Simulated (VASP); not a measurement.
Wanted: the native input for a VASP 6.6.1 run.

| Property | Result |
| --- | --- |
| Task | single point |
| Functional | PBE |
| Dispersion | D3(BJ) |
| Potentials or basis | VASP PAW PBE potentials, release 64 (S, W_sv) |
| Cutoff | 520 eV |
| k mesh | 9 × 9 × 1 |
| Occupations | gaussian, width 0.05 eV |
| Spin | no spin polarisation |
| Dipole correction | yes |
| Further INCAR settings | ALGO = Normal; EDIFF = 1e-06; NBANDS = 35 |

The structure of WS2 lies in POSCAR:

```
WS2
1.0
    3.1595456682      0.0000000000      0.0000000000
   -1.5797728341      2.7362468131      0.0000000000
    0.0000000000      0.0000000000     23.8042574330
S W
4 2
Direct
    0.3333333333      0.6666666667      0.1890418137
    0.3333333333      0.6666666667      0.3214605092
    0.8333333333      1.0000000000      0.4575706151
    0.8333333333      1.0000000000      0.5899893106
    0.6666666667      0.3333333333      0.2552511584
    0.5000000000      1.3333333333      0.5237799598
```

This cell differs from its parent crystal: layers slid over each other.

One way to write it, as run:

INCAR

```
SYSTEM = WS2
ALGO = Normal ; DIPOL = 0.5 0.5 0.390
EDIFF = 1E-6 ; ENCUT = 520
GGA = PE ; IDIPOL = 3
ISIF = 2 ; ISMEAR = 0
IVDW = 12 ; LASPH = .TRUE.
LCHARG = .TRUE. ; LDIPOL = .TRUE.
LELF = .TRUE. ; LREAL = .FALSE.
LVACPOTAV = .TRUE. ; LVHAR = .TRUE.
LWAVE = .FALSE. ; NBANDS = 35
NELM = 60 ; PREC = Accurate
SIGMA = 0.05
```

KPOINTS

```
k-points
0
G
  9 9 1
  0 0 0
```

Potentials or basis: VASP PAW PBE potentials, release 64 (S, W_sv).

The run is started by

```sh
$ cat potpaw_PBE.64/S/POTCAR potpaw_PBE.64/W_sv/POTCAR > POTCAR
$ mpirun -np 1 vasp_std > vasp.out
```

It gave:

The largest force is 0.054 eV/Å, the band gap on the k mesh is 1.65 eV (least direct gap 1.91 eV) and the dispersion energy per atom is -0.359 eV.

Caveat: the cell differs from its parent crystal (layers slid over each other); spin-orbit coupling is left out, which moves the levels of the heavy elements.

Run time: 5.9 min on 1 thread of Intel(R) Xeon(R) Platinum 8259CL CPU @ 2.50GHz (Skylake/Cascade Lake) (shared host), peak memory 0.45 GiB.
